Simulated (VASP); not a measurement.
## Li: single point with PBE

The system is Li.

```
CELL_PARAMETERS angstrom
-1.62609 1.62609 1.62609
1.62609 -1.62609 1.62609
1.62609 1.62609 -1.62609
ATOMIC_POSITIONS crystal
Li 0.00000 0.00000 0.00000
```

* Program: VASP 6.6.1
* Task: single point
* Functional: PBE
* Potentials or basis: VASP PAW PBE potentials, release 64 (Li_sv)
* Cutoff: 750 eV
* k mesh: 17 × 17 × 17
* Occupations: fermi-dirac, width 0.1 eV
* Spin: no spin polarisation

```
Pressure               : 2.8 GPa
Band gap on the k mesh : zero (an odd number of electrons rules out a gap without spin polarisation)
```

Levels at points of the mesh, in eV from the Fermi level:
| k point | band 1 | band 2 | band 3 | band 4 | band 5 |
| --- | --- | --- | --- | --- | --- |
| (0.00, 0.00, 0.00) | -46.27 | -3.79 | 16.40 | 16.40 | 16.40 |

Run time: 37 s on 1 thread of Intel Xeon 8259CL (shared host), peak memory 0.16 GiB.
